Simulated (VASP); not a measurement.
**Cd9S8 (a cell with a defect): single point with PBEsol**

Cd9S8 (a cell with a defect):

```
CELL_PARAMETERS angstrom
0.00000 5.82389 -5.82389
5.82389 5.82389 0.00000
5.82389 0.00000 -5.82389
ATOMIC_POSITIONS crystal
Cd 0.48380 0.48372 0.02832
Cd 0.47577 0.00169 0.00492
Cd 0.00181 0.47561 0.00492
Cd 0.97987 0.97970 0.97760
Cd 0.52242 0.52234 0.51908
Cd 0.48525 0.04194 0.47758
Cd 0.04199 0.48506 0.47763
Cd 0.00492 0.00476 0.47833
Cd 0.72380 0.72367 0.71829
S 0.40056 0.40053 0.38534
S 0.37474 0.88938 0.37396
S 0.88945 0.37459 0.37397
S 0.88238 0.88224 0.34527
S 0.37231 0.37220 0.88486
S 0.34866 0.88176 0.87419
S 0.88182 0.34851 0.87424
S 0.85587 0.85572 0.85775
```

| Property | Result |
| --- | --- |
| Program | VASP 6.6.1 |
| Task | single point |
| Functional | PBEsol |
| Potentials or basis | VASP PAW PBE potentials, release 64 (Cd, S) |
| Cutoff | 520 eV |
| k mesh | 2 × 2 × 2 |
| Occupations | gaussian, width 0.02 eV |
| Spin | no spin polarisation |
| Dipole correction | no |
| Further INCAR settings | LREAL = Auto; ALGO = Normal; EDIFF = 1e-06; NBANDS = 92 |

```
Pressure               : 5.0 GPa
Largest force          : 0.355 eV/Å
Band gap on the k mesh : zero (band 78 reaches 4.25 eV, above the bottom of band 79 at 3.28 eV)
```

Forces in eV/Å, atoms in the order of the input:
```
Cd  -0.011  0.010  0.011
Cd   0.009 -0.010  0.018
Cd  -0.018 -0.010 -0.009
Cd  -0.024 -0.024  0.024
Cd  -0.033 -0.028  0.033
Cd  -0.026 -0.018 -0.017
Cd   0.018 -0.018  0.026
Cd  -0.019  0.013  0.019
Cd   0.208  0.198 -0.208
S   -0.003 -0.018  0.002
S   -0.018 -0.015 -0.015
S    0.014 -0.015  0.017
S   -0.034  0.002  0.034
S   -0.013  0.016  0.013
S   -0.006 -0.035  0.028
S   -0.028 -0.035  0.006
S   -0.019 -0.012  0.018
```

Stress tensor (GPa, compression positive):
```
 5.00 -0.09  0.11
-0.09  4.98  0.09
 0.11  0.09  5.00
```

Levels at points of the mesh, in eV from the Fermi level:
| k point | band 74 | band 75 | band 76 | band 77 | band 78 | band 79 | band 80 | band 81 | band 82 | band 83 |
| --- | --- | --- | --- | --- | --- | --- | --- | --- | --- | --- |
| (0.00, 0.00, 0.00) | -3.15 | -2.66 | -2.51 | -2.51 | -2.08 | -0.76 | 0.13 | 0.19 | 0.20 | 0.34 |
| (0.50, 0.00, 0.00) | -2.99 | -2.97 | -2.95 | -2.87 | -0.61 | 0.00 | 0.85 | 0.95 | 1.27 | 1.32 |
| (0.00, 0.50, 0.00) | -2.99 | -2.97 | -2.95 | -2.87 | -0.61 | 0.00 | 0.85 | 0.95 | 1.27 | 1.32 |
| (0.00, 0.00, 0.50) | -3.00 | -2.97 | -2.95 | -2.87 | -0.62 | -0.01 | 0.84 | 0.95 | 1.24 | 1.31 |
| (0.50, 0.50, 0.50) | -2.94 | -2.93 | -2.88 | -2.86 | -0.88 | 0.11 | 0.90 | 1.04 | 1.08 | 1.18 |
| (0.50, 0.50, 0.00) | -3.40 | -3.35 | -3.27 | -3.15 | 0.20 | 0.64 | 0.98 | 1.40 | 1.44 | 1.57 |
| (0.00, 0.50, 0.50) | -3.41 | -3.35 | -3.26 | -3.15 | 0.21 | 0.64 | 0.97 | 1.36 | 1.47 | 1.56 |
| (0.50, 0.00, 0.50) | -3.41 | -3.35 | -3.26 | -3.15 | 0.21 | 0.64 | 0.97 | 1.36 | 1.47 | 1.56 |

It took 7.4 min on 1 thread of AMD EPYC 9R14 (Zen 4), with other jobs on the host, peak memory 0.59 GiB.

Caveat: the k points lie up to 0.47 Å⁻¹ apart; the PAW data sets were made with another functional, which shifts forces and pressure a little.
